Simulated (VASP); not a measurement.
# MgO (Pm-3m) in VASP: further runs

MgO is run at these levels: r2SCAN; tasks: single point.

Everything below comes from runs of VASP 6.6.1. Logs are shortened: lines on timing, memory, paths and dates and some standing lists are left out, and cuts for length are marked.

## (1) The cell of the first run

Symmetry: Pm-3m, No. 221, cubic system. Conventional cell: a = 2.649 Å, b = 2.649 Å, c = 2.649 Å, α = 90.00°, β = 90.00°, γ = 90.00°. Mg (site symmetry m-3m) has 8 O at 2.29 Å and 6 Mg at 2.65 Å within 3.0 Å. Within 3.0 Å of O (site symmetry m-3m) lie 8 Mg at 2.29 Å and 6 O at 2.65 Å.

## (2) Single point, r2SCAN (9.30 Å³/atom)

POSCAR reads:

```
MgO
1.0
    2.6493245711      0.0000000000      0.0000000000
    0.0000000000      2.6493245711      0.0000000000
    0.0000000000      0.0000000000      2.6493245711
Mg O
1 1
Direct
    0.0000000000      0.0000000000      0.0000000000
    0.5000000000      0.5000000000      0.5000000000
```

INCAR.step1 reads:

```
PREC     = Accurate       # precision mode
ENCUT    = 920            # plane-wave cutoff, eV
ISMEAR   = 0              # smearing method
SIGMA    = 0.01           # smearing width, eV
LREAL    = False          # projectors in reciprocal space
LASPH    = True           # aspherical terms in the spheres
NELM     = 120            # most SCF steps
NBANDS   = 15             # bands
GGA      = PE             # functional
ALGO     = Normal         # electronic algorithm
EDIFF    = 1E-5           # SCF threshold, eV
LWAVE    = True           # write WAVECAR
LCHARG   = False          # write CHGCAR
GGA_COMPAT= False
```

INCAR.step2 reads:

```
PREC     = Accurate       # precision mode
ENCUT    = 920            # plane-wave cutoff, eV
EDIFF    = 1E-6           # SCF threshold, eV
ISMEAR   = 0              # smearing method
SIGMA    = 0.01           # smearing width, eV
LREAL    = False          # projectors in reciprocal space
LASPH    = True           # aspherical terms in the spheres
NELM     = 120            # most SCF steps
ALGO     = Normal         # electronic algorithm
ISIF     = 2              # what is computed and relaxed
LWAVE    = False          # write WAVECAR
LCHARG   = True           # write CHGCAR
METAGGA  = R2SCAN         # meta-GGA
LMIXTAU  = True         
LELF     = True           # ELF
LVHAR    = True         
NBANDS   = 15             # bands
ISTART   = 1            
GGA_COMPAT= False
```

KPOINTS reads:

```
regular mesh
0
Gamma
  8 8 8
```

Potentials or basis: VASP PAW PBE potentials, release 64 (Mg_sv, O).

Started as:

```bash
$ cat potpaw_PBE.64/Mg_sv/POTCAR potpaw_PBE.64/O/POTCAR > POTCAR
$ cp INCAR.step1 INCAR
$ mpirun -np 1 vasp_std > vasp.out
$ cp INCAR.step2 INCAR
$ mpirun -np 1 vasp_std > vasp.out
```

OUTCAR:

```text
PREC = Accurate
   ENCUT = 920
   EDIFF = 1E-6
   ISMEAR = 0
   LREAL = False
   LASPH = True
   NELM = 120
   ISIF = 2
   METAGGA = R2SCAN
   ISTART = 1

 ion  position               nearest neighbor table
   1  0.000  0.000  0.000-
   2  0.500  0.500  0.500-

  LATTYP: Found a simple cubic cell.
 ALAT       =     2.6493245711

  Lattice vectors:

 A1 = (   2.6493245711,   0.0000000000,   0.0000000000)
 A2 = (   0.0000000000,   2.6493245711,   0.0000000000)
 A3 = (   0.0000000000,   0.0000000000,   2.6493245711)

Analysis of symmetry for initial positions (statically):
=====================================================================
 Subroutine PRICEL returns:
 Original cell was already a primitive cell.

 Routine SETGRP: Setting up the symmetry group for a
 simple cubic supercell.

 Subroutine GETGRP returns: Found 48 space group operations
 (whereof 48 operations were pure point group operations)
 out of a pool of 48 trial point group operations.

The static configuration has the point symmetry O_h .

Analysis of symmetry for dynamics (positions and initial velocities):
=====================================================================
 Subroutine PRICEL returns:
 Original cell was already a primitive cell.

 Routine SETGRP: Setting up the symmetry group for a
 simple cubic supercell.

 Subroutine GETGRP returns: Found 48 space group operations
 (whereof 48 operations were pure point group operations)
 out of a pool of 48 trial point group operations.

The dynamic configuration has the point symmetry O_h .

 Subroutine INISYM returns: Found 48 space group operations
 (whereof 48 operations are pure point group operations),
 and found     1 'primitive' translations

----------------------------------------------------------------------------------------

                                     Primitive cell

  volume of cell :      18.5954

  direct lattice vectors                    reciprocal lattice vectors
     2.649324571  0.000000000  0.000000000     0.377454696  0.000000000  0.000000000
     0.000000000  2.649324571  0.000000000     0.000000000  0.377454696  0.000000000
     0.000000000  0.000000000  2.649324571     0.000000000  0.000000000  0.377454696

  length of vectors
     2.649324571  2.649324571  2.649324571     0.377454696  0.377454696  0.377454696

  position of ions in fractional coordinates (direct lattice)
     0.000000000  0.000000000  0.000000000
     0.500000000  0.500000000  0.500000000
[... 87 lines left out ...]
   PSTRESS=    0.0 pullay stress
   NELECT =      16.0000    total number of electrons
   NUPDOWN=      -1.0000    fix difference up-down
   EMIN   =  10.00;   EMAX   =-10.00  energy-range for DOS
   EFERMI =   0.00;   METHOD = LEGACY
   ISMEAR =     0;   SIGMA  =   0.01  broadening in eV -4-tet -1-fermi 0-gaus
   EFERMI_NEDOS =   21; number of points for ismear=-14 and -15
   IALGO  =     38    algorithm
   IMIX   =      4    mixing-type and parameters
     AMIX     =   0.40;   BMIX     =  1.00
     AMIX_MAG =   1.60;   BMIX_MAG =  1.00
  volume/ion in A,a.u.               =       9.30        62.74
  Fermi-wavevector in a.u.,A,eV,Ry     =   1.557087  2.942469 32.987613  2.424521
  Thomas-Fermi vector in A             =   2.660789
   LORBIT       =      0    0 simple, 1 ext, 2 COOP (PROOUT), +10 PAW based schemes
   METAGGA = R2SCAN    functional components
   LHFCALC =     F    Hartree Fock is set to
   AEXX    =    0.0000 exact exchange contribution
   IVDW    =     0    specifies the selected vdW correction
   LEPSILON=     F    determine dielectric tensor
   LRPA    =     F    only Hartree local field effects (RPA)
 non-spin polarized calculation
 Gauss-broadening in eV      SIGMA  =   0.01
  energy-cutoff  :      920.00
  volume of cell :       18.60
 maximum number of plane-waves:      1208
 NGX is ok and might be reduce to    28
   NGX = 13   NGY = 13   NGZ = 13

 number of electron      16.0000002 magnetization

 Free energy of the ion-electron system (eV)
  ---------------------------------------------------
  ext. energy  EPLUGINS =         0.00000000
  ---------------------------------------------------
  free energy    TOTEN  =       -14.53514369 eV

  energy without entropy =      -14.53514369  energy(sigma->0) =      -14.53514369

 E-fermi :   4.4878     XC(G=0): -12.1829

 val. band max:        4.2833040058   @ k =   0.5000   0.5000   0.0000
 cond. band min:       7.5233725488   @ k =   0.0000   0.0000   0.0000
 fundamental gap:      3.2400685430
 Fermi energy:         4.4878383216

 k-point     1 :       0.0000    0.0000    0.0000
  band No.  band energies     occupation
      1     -73.3776      2.00000
      2     -38.4362      2.00000
      3     -38.4362      2.00000
      4     -38.4362      2.00000
      5     -15.0865      2.00000
      6       3.2626      2.00000
      7       3.2626      2.00000
      8       3.2626      2.00000
      9       7.5234      0.00000
     10      15.7063      0.00000
     11      15.7063      0.00000
     12      25.8185      0.00000
     13      25.8185      0.00000
     14      25.8185      0.00000
[... 401 lines left out ...]
      2     -38.5353      2.00000
      3     -38.5167      2.00000
      4     -38.4325      2.00000
      5     -13.1322      2.00000
      6      -0.5650      2.00000
      7       0.2262      2.00000
      8       3.5418      2.00000
      9      11.1287      0.00000
     10      15.9578      0.00000
     11      16.4947      0.00000
     12      20.3112      0.00000
     13      24.1470      0.00000
     14      24.5756      0.00000
     15      29.0438      0.00000

 [... further k-points ...]

------------------------ aborting loop because EDIFF is reached ----------------------------------------

  FORCE on cell =-STRESS in cart. coord.  units (eV):
  Direction    XX          YY          ZZ          XY          YZ          ZX
  --------------------------------------------------------------------------------------
  -------------------------------------------------------------------------------------
  Total       -0.4628332     -0.4628332     -0.4628332     -0.0000000     -0.0000000     -0.0000000
  in kB      -39.8776541    -39.8776541    -39.8776541     -0.0000000     -0.0000000     -0.0000000
  external PRESSURE =     -39.8776541 kB  Pullay stress =       0.0000000 kB

 VOLUME and BASIS-vectors are now :
 -----------------------------------------------------------------------------
  energy-cutoff  :      920.00
  volume of cell :       18.60
      direct lattice vectors                 reciprocal lattice vectors
     2.649324571  0.000000000  0.000000000     0.377454696  0.000000000  0.000000000
     0.000000000  2.649324571  0.000000000     0.000000000  0.377454696  0.000000000
     0.000000000  0.000000000  2.649324571     0.000000000  0.000000000  0.377454696

 POSITION                                       TOTAL-FORCE (eV/Angst)
 -----------------------------------------------------------------------------------
      0.00000      0.00000      0.00000         0.000000      0.000000      0.000000
      1.32466      1.32466      1.32466         0.000000      0.000000      0.000000
 -----------------------------------------------------------------------------------
    total drift:                               -0.000000      0.000000      0.000000

  FREE ENERGIE OF THE ION-ELECTRON SYSTEM (eV)
  ---------------------------------------------------
  free  energy   TOTEN  =       -14.5351436907 eV

  energy  without entropy=      -14.5351436907  energy(sigma->0) =      -14.53514369
```

OSZICAR.step1:

```text
N       E                     dE             d eps       ncg     rms          rms(c)
DAV:   1     0.168863003109E+03    0.16886E+03   -0.14097E+04  1050   0.187E+03
DAV:   2    -0.623444324841E+01   -0.17510E+03   -0.16430E+03  1309   0.457E+02
DAV:   3    -0.120150202929E+02   -0.57806E+01   -0.57575E+01  1255   0.790E+01
DAV:   4    -0.120905529345E+02   -0.75533E-01   -0.75526E-01  1232   0.942E+00
DAV:   5    -0.120918983113E+02   -0.13454E-02   -0.13454E-02  1282   0.993E-01    0.865E+00
DAV:   6    -0.104636063539E+02    0.16283E+01   -0.20456E+00  1085   0.148E+01    0.288E+00
DAV:   7    -0.104195968391E+02    0.44010E-01   -0.13172E-01  1232   0.323E+00    0.170E+00
DAV:   8    -0.103874362588E+02    0.32161E-01   -0.49685E-02  1289   0.237E+00    0.309E-01
DAV:   9    -0.103868996409E+02    0.53662E-03   -0.40809E-03  1232   0.582E-01    0.121E-01
DAV:  10    -0.103870087311E+02   -0.10909E-03   -0.28353E-04  1204   0.243E-01    0.743E-02
DAV:  11    -0.103869893327E+02    0.19398E-04   -0.53459E-05  1267   0.107E-01    0.524E-03
DAV:  12    -0.103869889029E+02    0.42978E-06   -0.22773E-06   609   0.189E-02
   1 F= -.10386989E+02 E0= -.10386989E+02  d E =0.000000E+00
```

It took 77 s on 1 thread of Intel Xeon Platinum 8375C at 2.90GHz (Ice Lake), shared host; peak memory 0.17 GiB.

Results:

```
Free energy            : -14.5351 eV
Pressure               : -4.0 GPa
Band gap on the k mesh : 3.24 eV (least direct gap 4.26 eV)
```

Caveat: the cell stands under tension; the structure was generated, so it needn't be the stable form of MgO; the PAW data sets were made with another functional, which shifts forces and pressure a little.

## (3) Single point, r2SCAN

This run uses another cell than the first one, of 9.03 Å³/atom.

POSCAR reads:

```
MgO
1.0
    2.6233491281      0.0000000000      0.0000000000
    0.0000000000      2.6233491281      0.0000000000
    0.0000000000      0.0000000000      2.6233491281
Mg O
1 1
Direct
    0.0000000000      0.0000000000      0.0000000000
    0.5000000000      0.5000000000      0.5000000000
```

INCAR.step1 reads:

```
PREC = Accurate ; ENCUT = 920
ISMEAR = 0 ; SIGMA = 0.01
LREAL = False ; LASPH = True
NELM = 120 ; NBANDS = 15
GGA = PE ; ALGO = Normal
EDIFF = 1E-5 ; LWAVE = True
LCHARG = False ; GGA_COMPAT = False
```

INCAR.step2 reads:

```
PREC = Accurate ; ENCUT = 920
EDIFF = 1E-6 ; ISMEAR = 0
SIGMA = 0.01 ; LREAL = False
LASPH = True ; NELM = 120
ALGO = Normal ; ISIF = 2
LWAVE = False ; LCHARG = False
METAGGA = R2SCAN ; LMIXTAU = True
NBANDS = 15 ; ISTART = 1
GGA_COMPAT = False
```

KPOINTS reads:

```
regular mesh
0
Gamma
  10 10 10
```

Potentials or basis: VASP PAW PBE potentials, release 64 (Mg_sv, O).

Started as:

```bash
$ cat potpaw_PBE.64/Mg_sv/POTCAR potpaw_PBE.64/O/POTCAR > POTCAR
$ cp INCAR.step1 INCAR
$ mpirun -np 1 vasp_std > vasp.out
$ cp INCAR.step2 INCAR
$ mpirun -np 1 vasp_std > vasp.out
```

Wall time 69 s (1 thread of AMD EPYC 9R45 (Zen 5), shared host); peak memory 0.15 GiB.

Results (log left out):

```yaml
Free_energy: -14.5405 eV
Pressure: 0.7 GPa
Band_gap_on_the_k_mesh: 3.52 eV (least direct gap 4.57 eV)
```

Levels at points of the mesh, in eV from the valence-band top:
| k point | band 6 | band 7 | band 8 | band 9 | band 10 | band 11 |
| --- | --- | --- | --- | --- | --- | --- |
| (0.00, 0.00, 0.00) | -1.05 | -1.05 | -1.05 | 3.52 | 11.49 | 11.49 |
| (0.50, 0.00, 0.00) | -6.59 | -0.59 | -0.59 | 8.07 | 10.71 | 15.86 |
| (0.50, 0.50, 0.00) | -4.83 | -4.83 | 0.00 | 5.96 | 13.54 | 13.54 |
| (0.50, 0.50, 0.50) | -3.79 | -3.79 | -3.79 | 8.48 | 8.48 | 8.48 |

Caveat: the structure was generated, so it needn't be the stable form of MgO; the PAW data sets were made with another functional, which shifts forces and pressure a little. A k mesh can miss the band edges.

## (4) Single point, r2SCAN (8.49 Å³/atom)

This run uses another cell than the first one, of 8.49 Å³/atom.

POSCAR reads:

```
MgO
1.0
    2.5697963642      0.0000000000      0.0000000000
    0.0000000000      2.5697963642      0.0000000000
    0.0000000000      0.0000000000      2.5697963642
Mg O
1 1
Direct
    0.0000000000      0.0000000000      0.0000000000
    0.5000000000      0.5000000000      0.5000000000
```

INCAR.step1 reads:

```
SYSTEM = MgO
PREC = Accurate
ENCUT = 920
ISMEAR = 0
SIGMA = 0.01
LREAL = .False.
LASPH = .True.
NELM = 120
NBANDS = 15
GGA = PE
ALGO = Normal
EDIFF = 1E-5
LWAVE = .True.
LCHARG = .False.
GGA_COMPAT = .False.
```

INCAR.step2 reads:

```
SYSTEM = MgO
PREC = Accurate
ENCUT = 920
EDIFF = 1E-6
ISMEAR = 0
SIGMA = 0.01
LREAL = .False.
LASPH = .True.
NELM = 120
ALGO = Normal
ISIF = 2
LWAVE = .False.
LCHARG = .False.
METAGGA = R2SCAN
LMIXTAU = .True.
NBANDS = 15
ISTART = 1
GGA_COMPAT = .False.
```

KPOINTS reads:

```
Automatic mesh
0
Gamma
  8 8 8
  0 0 0
```

Started as:

```bash
$ cat potpaw_PBE.64/Mg_sv/POTCAR potpaw_PBE.64/O/POTCAR > POTCAR
$ cp INCAR.step1 INCAR
$ mpirun -np 1 vasp_std > vasp.out
$ cp INCAR.step2 INCAR
$ mpirun -np 1 vasp_std > vasp.out
```

It took 3.2 min on 1 thread of AMD EPYC, shared host; peak memory 0.14 GiB.

It converged, with:

* Free energy: -14.4990 eV
* Pressure: 11.5 GPa
* Band gap on the k mesh: 4.15 eV (least direct gap 5.27 eV)

Levels at points of the mesh, in eV from the valence-band top:
```tsv
k point	band 4	band 5	band 6	band 7	band 8	band 9	band 10	band 11	band 12	band 13
(0.00, 0.00, 0.00)	-42.57	-20.01	-1.13	-1.13	-1.13	4.15	11.62	11.62	23.13	23.13
(0.50, 0.00, 0.00)	-42.55	-18.62	-6.99	-0.64	-0.64	8.65	11.44	16.23	18.88	20.10
(0.50, 0.50, 0.00)	-42.54	-17.68	-5.15	-5.15	0.00	6.20	14.27	14.27	15.02	21.05
(0.50, 0.50, 0.50)	-42.68	-16.69	-4.10	-4.10	-4.10	8.78	8.78	8.78	19.39	21.31
```

Caveat: the cell stands under pressure; the structure was generated, so it needn't be the stable form of MgO; the PAW data sets were made with another functional, which shifts forces and pressure a little.

## (5) Summary

| cell | k mesh | gap on the mesh (eV) | pressure (GPa) |
| --- | --- | --- | --- |
| a = 2.649 Å, 2 atoms | 8 × 8 × 8 | 3.24 | -4.0 |
| a = 2.623 Å, 2 atoms | 10 × 10 × 10 | 3.52 | 0.7 |
| a = 2.570 Å, 2 atoms | 8 × 8 × 8 | 4.15 | 11.5 |

Alike in all rows: task single point; level r2SCAN; potentials or basis VASP PAW PBE potentials, release 64 (Mg_sv, O); no spin polarisation; cutoff (eV) 920; smearing gaussian 0.01 eV.

Caveats: the structure was generated, so it needn't be the stable form of MgO; the PAW data sets were made with another functional, which shifts forces and pressure a little; the cell stands under tension (at least some runs); the cell stands under pressure (at least some runs).

Total energies depend on the potentials used, so only differences within one code and one set of settings carry meaning.
